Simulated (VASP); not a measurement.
# Hf (Im-3m) in VASP: further runs, part 2 of 3

VASP 6.6.1. Earlier steps stand in the parts before.

## Step 4: Single point, PBE (volume scaled by 0.94)

File INCAR:

```
SYSTEM = Hf
PREC     = Accurate       ! precision mode
ENCUT    = 520            ! plane-wave cutoff, eV
EDIFF    = 1E-6           ! SCF threshold, eV
ISMEAR   = 0              ! smearing method
SIGMA    = 0.1            ! smearing width, eV
LREAL    = .FALSE.        ! projectors in reciprocal space
LASPH    = .TRUE.         ! aspherical terms in the spheres
NELM     = 100            ! most SCF steps
ALGO     = Fast           ! electronic algorithm
ISIF     = 2              ! what is computed and relaxed
LWAVE    = .FALSE.        ! write WAVECAR
LCHARG   = .FALSE.        ! write CHGCAR
GGA      = PE             ! functional
NBANDS   = 11             ! bands
```

File KPOINTS:

```
regular mesh
0
G
  16 16 16
  0 0 0
```

File POSCAR:

```
Hf
1.0
   -1.7361328214      1.7361328214      1.7361328214
    1.7361328214     -1.7361328214      1.7361328214
    1.7361328214      1.7361328214     -1.7361328214
Hf
1
Direct
    0.0000000000      0.0000000000      0.0000000000
```

Potentials or basis: VASP PAW PBE potentials, release 64 (Hf_pv).

Started as:

```sh
> cat potpaw_PBE.64/Hf_pv/POTCAR > POTCAR
> mpirun -np 1 vasp_std > vasp.out
```

OUTCAR:

```text
SYSTEM = Hf
   PREC = Accurate
   ENCUT = 520
   EDIFF = 1E-6
   ISMEAR = 0
   LREAL = .FALSE.
   LASPH = .TRUE.
   NELM = 100
   ISIF = 2
   GGA = PE

 ion  position               nearest neighbor table
   1  0.000  0.000  0.000-

  LATTYP: Found a body centered cubic cell.
 ALAT       =     3.4722656428

  Lattice vectors:

 A1 = (  -1.7361328214,   1.7361328214,   1.7361328214)
 A2 = (   1.7361328214,  -1.7361328214,   1.7361328214)
 A3 = (   1.7361328214,   1.7361328214,  -1.7361328214)

Analysis of symmetry for initial positions (statically):
=====================================================================
 Subroutine PRICEL returns:
 Original cell was already a primitive cell.

 Routine SETGRP: Setting up the symmetry group for a
 body centered cubic supercell.

 Subroutine GETGRP returns: Found 48 space group operations
 (whereof 48 operations were pure point group operations)
 out of a pool of 48 trial point group operations.

The static configuration has the point symmetry O_h .

Analysis of symmetry for dynamics (positions and initial velocities):
=====================================================================
 Subroutine PRICEL returns:
 Original cell was already a primitive cell.

 Routine SETGRP: Setting up the symmetry group for a
 body centered cubic supercell.

 Subroutine GETGRP returns: Found 48 space group operations
 (whereof 48 operations were pure point group operations)
 out of a pool of 48 trial point group operations.

The dynamic configuration has the point symmetry O_h .

 Subroutine INISYM returns: Found 48 space group operations
 (whereof 48 operations are pure point group operations),
 and found     1 'primitive' translations

----------------------------------------------------------------------------------------

                                     Primitive cell

  volume of cell :      20.9319

[... 112 lines left out ...]
   LHFCALC =     F    Hartree Fock is set to
   AEXX    =    0.0000 exact exchange contribution
   IVDW    =     0    specifies the selected vdW correction
   LEPSILON=     F    determine dielectric tensor
   LRPA    =     F    only Hartree local field effects (RPA)
 non-spin polarized calculation
 RMM-DIIS sequential band-by-band and
 Gauss-broadening in eV      SIGMA  =   0.10
  energy-cutoff  :      520.00
  volume of cell :       20.93
 maximum number of plane-waves:       586
   NGX = 11   NGY = 11   NGZ = 11

 number of electron      10.0000000 magnetization

 number of electron       9.9999999 magnetization

 Free energy of the ion-electron system (eV)
  ---------------------------------------------------
  ext. energy  EPLUGINS =         0.00000000
  ---------------------------------------------------
  free energy    TOTEN  =        -9.72393769 eV

  energy without entropy =       -9.71680028  energy(sigma->0) =       -9.72036898

 E-fermi :   5.0340     XC(G=0): -11.5886

 val. band max:        5.0289229776   @ k =   0.2500   0.2500   0.0000
 cond. band min:       5.0351905477   @ k =   0.5000   0.5000   0.1250
 fundamental gap:      0.0062675702
 Fermi energy:         5.0339597914

 k-point     1 :       0.0000    0.0000    0.0000
  band No.  band energies     occupation
      1     -24.5394      2.00000
      2     -24.5394      2.00000
      3     -24.5394      2.00000
      4      -2.2133      2.00000
      5       6.6140      0.00000
      6       6.6140      0.00000
      7       6.6140      0.00000
      8       9.5898      0.00000
      9       9.5898      0.00000
     10      18.6415      0.00000
     11      18.6415      0.00000
[... 309 lines left out ...]
 k-point    24 :       0.2500    0.1875   -0.0000
  band No.  band energies     occupation
      1     -25.3413      2.00000
      2     -24.8697      2.00000
      3     -24.6271      2.00000
      4       1.8280      2.00000
      5       4.5017      2.00000
      6       5.0628      0.68375
      7       8.9713      0.00000
      8      10.4224      0.00000
      9      11.9802      0.00000
     10      16.8261      0.00000
     11      19.3828      0.00000

 [... further k-points ...]

------------------------ aborting loop because EDIFF is reached ----------------------------------------

  FORCE on cell =-STRESS in cart. coord.  units (eV):
  Direction    XX          YY          ZZ          XY          YZ          ZX
  --------------------------------------------------------------------------------------
  -------------------------------------------------------------------------------------
  Total        0.8669382      0.8669382      0.8669382      0.0000000      0.0000000     -0.0000000
  in kB       66.3574804     66.3574804     66.3574804      0.0000000      0.0000000     -0.0000000
  external PRESSURE =      66.3574804 kB  Pullay stress =       0.0000000 kB

 VOLUME and BASIS-vectors are now :
 -----------------------------------------------------------------------------
  energy-cutoff  :      520.00
  volume of cell :       20.93
      direct lattice vectors                 reciprocal lattice vectors
    -1.736132821  1.736132821  1.736132821     0.000000000  0.287996399  0.287996399
     1.736132821 -1.736132821  1.736132821     0.287996399  0.000000000  0.287996399
     1.736132821  1.736132821 -1.736132821     0.287996399  0.287996399  0.000000000

 POSITION                                       TOTAL-FORCE (eV/Angst)
 -----------------------------------------------------------------------------------
      0.00000      0.00000      0.00000         0.000000      0.000000      0.000000
 -----------------------------------------------------------------------------------
    total drift:                                0.000000      0.000000     -0.000000

  FREE ENERGIE OF THE ION-ELECTRON SYSTEM (eV)
  ---------------------------------------------------
  free  energy   TOTEN  =        -9.7239376864 eV

  energy  without entropy=       -9.7168002818  energy(sigma->0) =       -9.72036898
```

OSZICAR:

```text
N       E                     dE             d eps       ncg     rms          rms(c)
DAV:   1     0.130049808322E+02    0.13005E+02   -0.57261E+03  3198   0.847E+02
DAV:   2    -0.959110811156E+01   -0.22596E+02   -0.21891E+02  4016   0.156E+02
DAV:   3    -0.100240866583E+02   -0.43298E+00   -0.42801E+00  3972   0.147E+01
DAV:   4    -0.100256639620E+02   -0.15773E-02   -0.15771E-02  3607   0.107E+00
DAV:   5    -0.100256719948E+02   -0.80328E-05   -0.80325E-05  3994   0.668E-02    0.458E+01
RMM:   6    -0.980116332498E+01    0.22451E+00   -0.14609E-01  3257   0.264E+00    0.267E+01
RMM:   7    -0.972688404747E+01    0.74279E-01   -0.28426E-01  3519   0.377E+00    0.126E+00
RMM:   8    -0.972375902083E+01    0.31250E-02   -0.18251E-02  3528   0.117E+00    0.237E-01
RMM:   9    -0.972392279377E+01   -0.16377E-03   -0.18300E-03  3968   0.373E-01    0.875E-02
RMM:  10    -0.972393375124E+01   -0.10957E-04   -0.21770E-04  3907   0.132E-01    0.856E-02
RMM:  11    -0.972393681181E+01   -0.30606E-05   -0.62332E-05  4246   0.638E-02    0.124E-02
RMM:  12    -0.972393768640E+01   -0.87459E-06   -0.95925E-06  3892   0.234E-02
   1 F= -.97239377E+01 E0= -.97203690E+01  d E =-.713740E-02
```

Run time: 15 s. Hardware: 1 thread of Intel Xeon Platinum 8488C (Sapphire Rapids), shared host; peak memory 0.16 GiB.

What came out:

```
Free energy            : -9.7239 eV
Pressure               : 6.6 GPa
Band gap on the k mesh : zero (band 5 reaches 6.61 eV, above the bottom of band 6 at 4.23 eV)
```

Caveat: spin-orbit coupling is left out, which moves the levels of the heavy elements.

## Step 5: Single point, PBE (volume scaled by 0.97)

File INCAR:

```
PREC     = Accurate       # precision mode
ENCUT    = 520            # plane-wave cutoff, eV
EDIFF    = 1E-7           # SCF threshold, eV
ISMEAR   = 0              # smearing method
SIGMA    = 0.1            # smearing width, eV
LREAL    = False          # projectors in reciprocal space
LASPH    = True           # aspherical terms in the spheres
NELM     = 100            # most SCF steps
ALGO     = Normal         # electronic algorithm
ISIF     = 2              # what is computed and relaxed
LWAVE    = False          # write WAVECAR
LCHARG   = False          # write CHGCAR
GGA      = PE             # functional
NBANDS   = 11             # bands
```

File KPOINTS:

```
Automatic mesh
0
Gamma
  16 16 16
```

File POSCAR:

```
Hf
1.0
   -1.7544092468      1.7544092468      1.7544092468
    1.7544092468     -1.7544092468      1.7544092468
    1.7544092468      1.7544092468     -1.7544092468
Hf
1
Direct
    0.0000000000      0.0000000000      0.0000000000
```

Potentials or basis: VASP PAW PBE potentials, release 64 (Hf_pv).

Started as:

```sh
> cat potpaw_PBE.64/Hf_pv/POTCAR > POTCAR
> mpirun -np 1 vasp_std > vasp.out
```

OUTCAR:

```text
PREC = Accurate
   ENCUT = 520
   EDIFF = 1E-7
   ISMEAR = 0
   LREAL = False
   LASPH = True
   NELM = 100
   ISIF = 2
   GGA = PE

 ion  position               nearest neighbor table
   1  0.000  0.000  0.000-

  LATTYP: Found a body centered cubic cell.
 ALAT       =     3.5088184936

  Lattice vectors:

 A1 = (  -1.7544092468,   1.7544092468,   1.7544092468)
 A2 = (   1.7544092468,  -1.7544092468,   1.7544092468)
 A3 = (   1.7544092468,   1.7544092468,  -1.7544092468)

Analysis of symmetry for initial positions (statically):
=====================================================================
 Subroutine PRICEL returns:
 Original cell was already a primitive cell.

 Routine SETGRP: Setting up the symmetry group for a
 body centered cubic supercell.

 Subroutine GETGRP returns: Found 48 space group operations
 (whereof 48 operations were pure point group operations)
 out of a pool of 48 trial point group operations.

The static configuration has the point symmetry O_h .

Analysis of symmetry for dynamics (positions and initial velocities):
=====================================================================
 Subroutine PRICEL returns:
 Original cell was already a primitive cell.

 Routine SETGRP: Setting up the symmetry group for a
 body centered cubic supercell.

 Subroutine GETGRP returns: Found 48 space group operations
 (whereof 48 operations were pure point group operations)
 out of a pool of 48 trial point group operations.

The dynamic configuration has the point symmetry O_h .

 Subroutine INISYM returns: Found 48 space group operations
 (whereof 48 operations are pure point group operations),
 and found     1 'primitive' translations

----------------------------------------------------------------------------------------

                                     Primitive cell
[... 113 lines left out ...]
   LORBIT       =      0    0 simple, 1 ext, 2 COOP (PROOUT), +10 PAW based schemes
   GGA     = PE    functional components
   LHFCALC =     F    Hartree Fock is set to
   AEXX    =    0.0000 exact exchange contribution
   IVDW    =     0    specifies the selected vdW correction
   LEPSILON=     F    determine dielectric tensor
   LRPA    =     F    only Hartree local field effects (RPA)
 non-spin polarized calculation
 Gauss-broadening in eV      SIGMA  =   0.10
  energy-cutoff  :      520.00
  volume of cell :       21.60
 maximum number of plane-waves:       603
   NGX = 11   NGY = 11   NGZ = 11

 number of electron      10.0000000 magnetization

 number of electron       9.9999999 magnetization

 Free energy of the ion-electron system (eV)
  ---------------------------------------------------
  ext. energy  EPLUGINS =         0.00000000
  ---------------------------------------------------
  free energy    TOTEN  =        -9.74379148 eV

  energy without entropy =       -9.73670014  energy(sigma->0) =       -9.74024581

 E-fermi :   4.8136     XC(G=0): -11.4433

 val. band max:        4.8033708586   @ k =   0.2500   0.2500   0.0000
 cond. band min:       4.8389874016   @ k =   0.3125   0.1875   0.0625
 fundamental gap:      0.0356165430
 Fermi energy:         4.8135667543

 k-point     1 :       0.0000    0.0000    0.0000
  band No.  band energies     occupation
      1     -24.8801      2.00000
      2     -24.8801      2.00000
      3     -24.8801      2.00000
      4      -2.3342      2.00000
      5       6.3728      0.00000
      6       6.3728      0.00000
      7       6.3728      0.00000
      8       9.2551      0.00000
      9       9.2551      0.00000
     10      18.2198      0.00000
     11      18.2690      0.00000
[... 309 lines left out ...]
 k-point    24 :       0.2500    0.1875    0.0000
  band No.  band energies     occupation
      1     -25.6028      2.00000
      2     -25.1781      2.00000
      3     -24.9589      2.00000
      4       1.6280      2.00000
      5       4.3204      2.00000
      6       4.8500      0.60626
      7       8.6544      0.00000
      8      10.0335      0.00000
      9      11.5256      0.00000
     10      16.2293      0.00000
     11      18.2195      0.00000

 [... further k-points ...]

------------------------ aborting loop because EDIFF is reached ----------------------------------------

  FORCE on cell =-STRESS in cart. coord.  units (eV):
  Direction    XX          YY          ZZ          XY          YZ          ZX
  --------------------------------------------------------------------------------------
  -------------------------------------------------------------------------------------
  Total        0.3934390      0.3934390      0.3934390      0.0000000      0.0000000      0.0000000
  in kB       29.1833577     29.1833577     29.1833577      0.0000000      0.0000000      0.0000000
  external PRESSURE =      29.1833577 kB  Pullay stress =       0.0000000 kB

 VOLUME and BASIS-vectors are now :
 -----------------------------------------------------------------------------
  energy-cutoff  :      520.00
  volume of cell :       21.60
      direct lattice vectors                 reciprocal lattice vectors
    -1.754409247  1.754409247  1.754409247     0.000000000  0.284996218  0.284996218
     1.754409247 -1.754409247  1.754409247     0.284996218  0.000000000  0.284996218
     1.754409247  1.754409247 -1.754409247     0.284996218  0.284996218  0.000000000

 POSITION                                       TOTAL-FORCE (eV/Angst)
 -----------------------------------------------------------------------------------
      0.00000      0.00000      0.00000         0.000000      0.000000      0.000000
 -----------------------------------------------------------------------------------
    total drift:                                0.000000      0.000000     -0.000000

  FREE ENERGIE OF THE ION-ELECTRON SYSTEM (eV)
  ---------------------------------------------------
  free  energy   TOTEN  =        -9.7437914834 eV

  energy  without entropy=       -9.7367001425  energy(sigma->0) =       -9.74024581
```

Wall time 14 s (1 thread of Intel Xeon Platinum 8488C (Sapphire Rapids), shared host); peak memory 0.16 GiB.

Results:

```
Free energy            : -9.7438 eV
Pressure               : 2.9 GPa
Band gap on the k mesh : zero (band 5 reaches 6.37 eV, above the bottom of band 6 at 4.04 eV)
```

Caveat: spin-orbit coupling is left out, which moves the levels of the heavy elements.

(Continued in part 3 of 3.)
